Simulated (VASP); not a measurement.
Write the native input for VASP 6.6.1 that does the following.

```yaml
Task: single point
Functional: r2SCAN
Potentials_or_basis: VASP PAW PBE potentials, release 64 (Li_sv, Nb_sv, O)
Cutoff: 520 eV
k_mesh: 6 × 6 × 6
Occupations: gaussian, width 0.01 eV
Spin: no spin polarisation
Dipole_correction: no
Further_INCAR_settings: ALGO = Normal; EDIFF = 1e-06; NBANDS = 45
```

Crystal: LiNbO3.

```
Li Nb O
1.0
     2.56870    1.48304    4.62823
    -2.56870    1.48304    4.62823
     0.00000   -2.96608    4.62823
Li Nb O
2 2 6
Direct
  0.78217 0.78217 0.78217
  0.28217 0.28217 0.28217
  0.50018 0.50018 0.50018
  0.00018 0.00018 0.00018
  0.60799 0.21964 0.86202
  0.86202 0.60799 0.21964
  0.10799 0.36202 0.71964
  0.21964 0.86202 0.60799
  0.71964 0.10799 0.36202
  0.36202 0.71964 0.10799
```

These files were run (other wordings do the same):

POSCAR

```
LiNbO3
1.0
    2.5687004030      1.4830398691      4.6282271846
   -2.5687004030      1.4830398691      4.6282271846
    0.0000000000     -2.9660797383      4.6282271845
Li Nb O
2 2 6
Direct
    0.7821703289      0.7821703289      0.7821703289
    0.2821703289      0.2821703289      0.2821703289
    0.5001763114      0.5001763114      0.5001763114
    1.0001763114      1.0001763114      0.0001763114
    0.6079877643      0.2196418015      0.8620237939
    0.8620237939      0.6079877643      0.2196418015
    0.1079877643      0.3620237939      0.7196418015
    0.2196418015      0.8620237939      0.6079877643
    0.7196418015      0.1079877643      0.3620237939
    0.3620237939      0.7196418015      0.1079877643
```

INCAR.step1

```
SYSTEM = LiNbO3
PREC     = Accurate       ! precision mode
ENCUT    = 520            ! plane-wave cutoff, eV
ISMEAR   = 0              ! smearing method
SIGMA    = 0.01           ! smearing width, eV
LREAL    = .False.        ! projectors in reciprocal space
LASPH    = .True.         ! aspherical terms in the spheres
NELM     = 60             ! most SCF steps
NBANDS   = 45             ! bands
GGA      = PE             ! functional
ALGO     = Normal         ! electronic algorithm
EDIFF    = 1E-4           ! SCF threshold, eV
LWAVE    = .True.         ! write WAVECAR
LCHARG   = .False.        ! write CHGCAR
```

INCAR.step2

```
SYSTEM = LiNbO3
PREC     = Accurate       ! precision mode
ENCUT    = 520            ! plane-wave cutoff, eV
EDIFF    = 1E-6           ! SCF threshold, eV
ISMEAR   = 0              ! smearing method
SIGMA    = 0.01           ! smearing width, eV
LREAL    = .False.        ! projectors in reciprocal space
LASPH    = .True.         ! aspherical terms in the spheres
NELM     = 60             ! most SCF steps
ALGO     = Normal         ! electronic algorithm
ISIF     = 2              ! what is computed and relaxed
LWAVE    = .False.        ! write WAVECAR
LCHARG   = .False.        ! write CHGCAR
METAGGA  = R2SCAN         ! meta-GGA
LMIXTAU  = .True.       
NBANDS   = 45             ! bands
ISTART   = 1
```

KPOINTS

```
Automatic mesh
0
Gamma
  6 6 6
  0 0 0
```

Potentials or basis: VASP PAW PBE potentials, release 64 (Li_sv, Nb_sv, O).

The run is started by

```console
$ cat potpaw_PBE.64/Li_sv/POTCAR potpaw_PBE.64/Nb_sv/POTCAR potpaw_PBE.64/O/POTCAR > POTCAR
$ cp INCAR.step1 INCAR
$ mpirun -np 1 vasp_std > vasp.out
$ cp INCAR.step2 INCAR
$ mpirun -np 1 vasp_std > vasp.out
```

It gave:

| Property | Result |
| --- | --- |
| Largest force | 0.024 eV/Å |
| Band gap on the k mesh | 4.03 eV (least direct gap 4.06 eV) |

Caveat: the PAW data sets were made with another functional, which shifts forces and pressure a little.

It took 20 min on 1 thread of AMD EPYC 7R13 (shared host), peak memory 0.36 GiB.
